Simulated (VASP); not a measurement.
# BaTiO3 (P4/mmm) in VASP: notebook

Runs on BaTiO3. Level: PBE. Tasks: single point.

Everything below comes from runs of VASP 6.6.1. Logs are shortened: lines on timing, memory, paths and dates and some standing lists are left out, and cuts for length are marked.

### 1 The cell of the first run

Symmetry: P4/mmm, No. 123, tetragonal system. The conventional cell has a = 3.920 Å, b = 3.920 Å, c = 4.018 Å, α = 90.00°, β = 90.00°, γ = 90.00°. Ba (site symmetry 4/mmm) has 12 O at 2.77 to 2.81 Å and 8 Ti at 3.42 Å within 3.7 Å. Ti (site symmetry 4/mmm) has 6 O at 1.96 to 2.01 Å within 2.6 Å. Within 2.7 Å of O (site symmetry 4/mmm) lie 2 Ti at 2.01 Å. Within 2.6 Å of O (site symmetry mmm) lie 2 Ti at 1.96 Å.

### 2 Single point, PBE (equal xx and yy strain of -2 %)

INCAR

```
SYSTEM = BaTiO3
PREC = Accurate
ENCUT = 520
EDIFF = 1E-7
ISMEAR = -1
SIGMA = 0.03
LREAL = .FALSE.
LASPH = .TRUE.
NELM = 60
ALGO = Normal
ISIF = 2
LWAVE = .FALSE.
LCHARG = .FALSE.
GGA = PE
NBANDS = 28
```

KPOINTS

```
Automatic mesh
0
G
  7 7 7
  0 0 0
```

POSCAR

```
BaTiO3
1.0
    3.9198040000      0.0000000000      0.0000000000
    0.0000000000      3.9198040000      0.0000000000
    0.0000000000      0.0000000000      4.0180000000
Ba Ti O
1 1 3
Direct
    0.0000000000      0.0000000000      0.0000000000
    0.5000000000      0.5000000000      0.5000000000
    0.5000000000      0.5000000000      0.0000000000
    0.5000000000      0.0000000000      0.5000000000
    0.0000000000      0.5000000000      0.5000000000
```

Potentials or basis: VASP PAW PBE potentials, release 64 (Ba_sv, Ti_sv, O).

Run with:

```bash
$ cat potpaw_PBE.64/Ba_sv/POTCAR potpaw_PBE.64/Ti_sv/POTCAR potpaw_PBE.64/O/POTCAR > POTCAR
$ mpirun -np 1 vasp_std > vasp.out
```

OUTCAR:

```text
SYSTEM = BaTiO3
   PREC = Accurate
   ENCUT = 520
   EDIFF = 1E-7
   ISMEAR = -1
   LREAL = .FALSE.
   LASPH = .TRUE.
   NELM = 60
   ISIF = 2
   GGA = PE

 ion  position               nearest neighbor table
   1  0.000  0.000  0.000-   3 2.77   3 2.77   3 2.77   3 2.77   5 2.81   4 2.81   5 2.81   5 2.81
                             5 2.81   4 2.81   4 2.81   4 2.81   2 3.42   2 3.42   2 3.42   2 3.42
   2  0.500  0.500  0.500-   4 1.96   5 1.96   4 1.96   5 1.96   3 2.01   3 2.01   1 3.42   1 3.42
                             1 3.42   1 3.42   1 3.42   1 3.42   1 3.42   1 3.42
   3  0.500  0.500  0.000-   2 2.01   2 2.01   1 2.77   1 2.77   1 2.77   1 2.77
   4  0.500  0.000  0.500-   2 1.96   2 1.96   1 2.81   1 2.81   1 2.81   1 2.81
   5  0.000  0.500  0.500-   2 1.96   2 1.96   1 2.81   1 2.81   1 2.81   1 2.81

  LATTYP: Found a simple tetragonal cell.
 ALAT       =     3.9198040000
 C/A-ratio  =     1.0250512526

  Lattice vectors:

 A1 = (   3.9198040000,   0.0000000000,   0.0000000000)
 A2 = (   0.0000000000,   3.9198040000,   0.0000000000)
 A3 = (   0.0000000000,   0.0000000000,   4.0180000000)

Analysis of symmetry for initial positions (statically):
=====================================================================
 Subroutine PRICEL returns:
 Original cell was already a primitive cell.

 Routine SETGRP: Setting up the symmetry group for a
 simple tetragonal supercell.

 Subroutine GETGRP returns: Found 16 space group operations
 (whereof 16 operations were pure point group operations)
 out of a pool of 16 trial point group operations.

The static configuration has the point symmetry D_4h.

Analysis of symmetry for dynamics (positions and initial velocities):
=====================================================================
 Subroutine PRICEL returns:
 Original cell was already a primitive cell.

 Routine SETGRP: Setting up the symmetry group for a
 simple tetragonal supercell.

 Subroutine GETGRP returns: Found 16 space group operations
 (whereof 16 operations were pure point group operations)
 out of a pool of 16 trial point group operations.

The dynamic configuration has the point symmetry D_4h.

 Subroutine INISYM returns: Found 16 space group operations
 (whereof 16 operations are pure point group operations),
 and found     1 'primitive' translations

----------------------------------------------------------------------------------------

                                     Primitive cell

  volume of cell :      61.7360

  direct lattice vectors                    reciprocal lattice vectors
     3.919804000  0.000000000  0.000000000     0.255114797  0.000000000  0.000000000
     0.000000000  3.919804000  0.000000000     0.000000000  0.255114797  0.000000000
     0.000000000  0.000000000  4.018000000     0.000000000  0.000000000  0.248880040

  length of vectors
     3.919804000  3.919804000  4.018000000     0.255114797  0.255114797  0.248880040

  position of ions in fractional coordinates (direct lattice)
     0.000000000  0.000000000  0.000000000
     0.500000000  0.500000000  0.500000000
     0.500000000  0.500000000  0.000000000
     0.500000000  0.000000000  0.500000000
     0.000000000  0.500000000  0.500000000

  ion indices of the primitive-cell ions
   primitive index   ion index
                 1           1
                 2           2
                 3           3
                 4           4
                 5           5

----------------------------------------------------------------------------------------

 KPOINTS: Automatic mesh

Automatic generation of k-mesh.
 Grid dimensions read from file:
 generate k-points for:    7    7    7

 Generating k-lattice:

  Cartesian coordinates                     Fractional coordinates (reciprocal lattice)
     0.036444971  0.000000000  0.000000000     0.142857143  0.000000000  0.000000000
     0.000000000  0.036444971  0.000000000     0.000000000  0.142857143  0.000000000
     0.000000000  0.000000000  0.035554291     0.000000000  0.000000000  0.142857143

  Length of vectors
     0.036444971  0.036444971  0.035554291

  Shift w.r.t. Gamma in fractional coordinates (k-lattice)
     0.000000000  0.000000000  0.000000000

 Subroutine IBZKPT returns following result:
 ===========================================

 Found     40 irreducible k-points:

 Following reciprocal coordinates:
            Coordinates               Weight
  0.000000  0.000000  0.000000      1.000000
  0.142857  0.000000  0.000000      4.000000
  0.285714  0.000000  0.000000      4.000000
  0.428571  0.000000  0.000000      4.000000
  0.142857  0.142857  0.000000      4.000000
  0.285714  0.142857  0.000000      8.000000
[... 16 lines left out ...]
  0.285714  0.000000  0.285714      8.000000
  0.428571  0.000000  0.285714      8.000000
 [... further k-points ...]
   k-points           NKPTS =     40   k-points in BZ     NKDIM =     40   number of bands    NBANDS=     28
   number of dos      NEDOS =    301   number of ions     NIONS =      5
   total plane-waves  NPLWV =  27000
   dimension x,y,z NGX =    30 NGY =   30 NGZ =   30
   dimension x,y,z NGXF=    60 NGYF=   60 NGZF=   60
   ions per type =               1   1   3
   NGX,Y,Z   is equivalent  to a cutoff of  12.72, 12.72, 12.41 a.u.
   NGXF,Y,Z  is equivalent  to a cutoff of  25.45, 25.45, 24.83 a.u.
 SYSTEM =  BaTiO3
   PREC   = accura    normal or accurate (medium, high low for compatibility)
   ISTART =      0    job   : 0-new  1-cont  2-samecut
   ICHARG =      2    charge: 1-file 2-atom 10-const
   ISPIN  =      1    spin polarized calculation?
   LNONCOLLINEAR =      F non collinear calculations
   LSORBIT =      F    spin-orbit coupling
   LASPH  =      T    aspherical Exc in radial PAW
   ENCUT  =  520.0 eV  38.22 Ry    6.18 a.u.   7.29  7.29  7.47*2*pi/ulx,y,z
   NELM   =     60;   NELMIN=  2; NELMDL= -5     # of ELM steps
   EDIFF  = 0.1E-06   stopping-criterion for ELM
   LREAL  =      F    real-space projection
   EDIFFG = 0.1E-05   stopping-criterion for IOM
   NSW    =      0    number of steps for IOM
   IBRION =     -1    ionic relax: 0-MD 1-quasi-New 2-CG
   NFREE  =      0    steps in history (QN), initial steepest desc. (CG)
   ISIF   =      2    stress and relaxation
   ISYM   =      2    0-nonsym 1-usesym 2-fastsym
   POTIM  = 0.5000    time-step for ionic-motion
   TEBEG  =    0.0;   TEEND  =   0.0 temperature during run
   PSTRESS=    0.0 pullay stress
   NELECT =      40.0000    total number of electrons
   NUPDOWN=      -1.0000    fix difference up-down
   EMIN   =  10.00;   EMAX   =-10.00  energy-range for DOS
   EFERMI =   0.00;   METHOD = LEGACY
   ISMEAR =    -1;   SIGMA  =   0.03  broadening in eV -4-tet -1-fermi 0-gaus
   EFERMI_NEDOS =   21; number of points for ismear=-14 and -15
   IALGO  =     38    algorithm
   IMIX   =      4    mixing-type and parameters
     AMIX     =   0.40;   BMIX     =  1.00
     AMIX_MAG =   1.60;   BMIX_MAG =  1.00
  volume/ion in A,a.u.               =      12.35        83.32
  Fermi-wavevector in a.u.,A,eV,Ry     =   1.416604  2.676994 27.303740  2.006768
  Thomas-Fermi vector in A             =   2.537922
   LORBIT       =      0    0 simple, 1 ext, 2 COOP (PROOUT), +10 PAW based schemes
   GGA     = PE    functional components
   LHFCALC =     F    Hartree Fock is set to
   AEXX    =    0.0000 exact exchange contribution
   IVDW    =     0    specifies the selected vdW correction
   LEPSILON=     F    determine dielectric tensor
   LRPA    =     F    only Hartree local field effects (RPA)
 non-spin polarized calculation
  energy-cutoff  :      520.00
  volume of cell :       61.74
 maximum number of plane-waves:      1687
 NGX is ok and might be reduce to    30
   NGX = 15   NGY = 15   NGZ = 15

 number of electron      39.9999993 magnetization

 Free energy of the ion-electron system (eV)
  ---------------------------------------------------
  ext. energy  EPLUGINS =         0.00000000
  ---------------------------------------------------
  free energy    TOTEN  =       -39.83502865 eV

  energy without entropy =      -39.83502865  energy(sigma->0) =      -39.83502865

 E-fermi :   4.8110     XC(G=0): -11.4610

 val. band max:        4.0768676759   @ k =   0.4286   0.4286   0.4286
 cond. band min:       5.9367605340   @ k =   0.0000   0.0000   0.0000
 fundamental gap:      1.8598928581
 Fermi energy:         4.8110303203

 k-point     1 :       0.0000    0.0000    0.0000
  band No.  band energies     occupation
      1     -52.3428      2.00000
      2     -28.5808      2.00000
      3     -28.5808      2.00000
      4     -28.5678      2.00000
      5     -20.6003      2.00000
      6     -12.8639      2.00000
[... 20 lines left out ...]
     27       9.3577      0.00000
     28      11.9498      0.00000

 k-point     2 :       0.1429    0.0000    0.0000
  band No.  band energies     occupation
      1     -52.3425      2.00000
      2     -28.5941      2.00000
      3     -28.5803      2.00000
      4     -28.5673      2.00000
      5     -20.5718      2.00000
      6     -12.8678      2.00000
[... 20 lines left out ...]
     27       9.7763      0.00000
     28      12.4587      0.00000

 k-point     3 :       0.2857    0.0000    0.0000
  band No.  band energies     occupation
      1     -52.3419      2.00000
      2     -28.6238      2.00000
      3     -28.5791      2.00000
      4     -28.5661      2.00000
      5     -20.5064      2.00000
      6     -12.9716      2.00000
[... 20 lines left out ...]
     27      10.7830      0.00000
     28      12.6051      0.00000

 k-point     4 :       0.4286    0.0000    0.0000
  band No.  band energies     occupation
      1     -52.3414      2.00000
      2     -28.6474      2.00000
      3     -28.5782      2.00000
      4     -28.5652      2.00000
      5     -20.4525      2.00000
      6     -13.1042      2.00000
[... 20 lines left out ...]
     27      11.8286      0.00000
     28      12.4678      0.00000

 k-point     5 :       0.1429    0.1429    0.0000
  band No.  band energies     occupation
      1     -52.3422      2.00000
      2     -28.5939      2.00000
      3     -28.5931      2.00000
      4     -28.5668      2.00000
      5     -20.5452      2.00000
      6     -12.8437      2.00000
[... 20 lines left out ...]
     27      10.1185      0.00000
     28      12.6615      0.00000

 k-point     6 :       0.2857    0.1429    0.0000
  band No.  band energies     occupation
      1     -52.3416      2.00000
      2     -28.6231      2.00000
      3     -28.5922      2.00000
      4     -28.5656      2.00000
      5     -20.4843      2.00000
      6     -12.8905      2.00000
[... 463 lines left out ...]
      5     -20.5202      2.00000
      6     -13.0568      2.00000
[... 20 lines left out ...]
     27      10.7207      0.00000
     28      12.7301      0.00000

 k-point    22 :       0.1429    0.0000    0.2857
  band No.  band energies     occupation
      1     -52.3419      2.00000
      2     -28.5990      2.00000
      3     -28.5926      2.00000
      4     -28.5790      2.00000
      5     -20.4976      2.00000
      6     -12.9829      2.00000
[... 20 lines left out ...]
     27      11.1212      0.00000
     28      13.0613      0.00000

 k-point    23 :       0.2857    0.0000    0.2857
  band No.  band energies     occupation
      1     -52.3413      2.00000
      2     -28.6219      2.00000
      3     -28.5972      2.00000
      4     -28.5779      2.00000
      5     -20.4460      2.00000
      6     -12.8564      2.00000
[... 20 lines left out ...]
     27      12.1754      0.00000
     28      12.9529      0.00000

 k-point    24 :       0.4286    0.0000    0.2857
  band No.  band energies     occupation
      1     -52.3408      2.00000
      2     -28.6452      2.00000
      3     -28.5959      2.00000
      4     -28.5770      2.00000
      5     -20.4037      2.00000
      6     -12.8197      2.00000
[... 20 lines left out ...]
     27      12.8038      0.00000
     28      13.2983      0.00000

 [... further k-points ...]
[... 5 lines left out ...]
  --------------------------------------------------------------------------------------
  -------------------------------------------------------------------------------------
  Total        5.1305354      5.1305354      2.9526470      0.0000000      0.0000000      0.0000000
  in kB      133.1479956    133.1479956     76.6272923      0.0000000      0.0000000      0.0000000
  external PRESSURE =     114.3077612 kB  Pullay stress =       0.0000000 kB

 VOLUME and BASIS-vectors are now :
 -----------------------------------------------------------------------------
  energy-cutoff  :      520.00
  volume of cell :       61.74
      direct lattice vectors                 reciprocal lattice vectors
     3.919804000  0.000000000  0.000000000     0.255114797  0.000000000  0.000000000
     0.000000000  3.919804000  0.000000000     0.000000000  0.255114797  0.000000000
     0.000000000  0.000000000  4.018000000     0.000000000  0.000000000  0.248880040

 POSITION                                       TOTAL-FORCE (eV/Angst)
 -----------------------------------------------------------------------------------
      0.00000      0.00000      0.00000         0.000000      0.000000      0.000000
      1.95990      1.95990      2.00900         0.000000      0.000000      0.000000
      1.95990      1.95990      0.00000         0.000000      0.000000      0.000000
      1.95990      0.00000      2.00900         0.000000      0.000000      0.000000
      0.00000      1.95990      2.00900         0.000000      0.000000      0.000000
 -----------------------------------------------------------------------------------
    total drift:                                0.000000      0.000000     -0.000000

  FREE ENERGIE OF THE ION-ELECTRON SYSTEM (eV)
  ---------------------------------------------------
  free  energy   TOTEN  =       -39.8350286502 eV

  energy  without entropy=      -39.8350286502  energy(sigma->0) =      -39.83502865
```

Run time: 32 s. Hardware: 1 thread of Intel Xeon 6975P-C (Granite Rapids), shared host; peak memory 0.21 GiB.

What came out:

| Item | Value |
| --- | --- |
| Free energy | -39.8350 eV |
| Pressure | 11.4 GPa |
| Band gap on the k mesh | 1.86 eV, indirect (least direct gap 1.90 eV) |

Stress tensor (GPa, compression positive):
```
13.31  0.00  0.00
 0.00 13.31  0.00
 0.00  0.00  7.66
```

Caveat: the cell differs from its parent crystal (equal xx and yy strain of -2 %); spin-orbit coupling is left out, which moves the levels of the heavy elements. A k mesh can miss the band edges.

(Continued in part 2 of 2.)
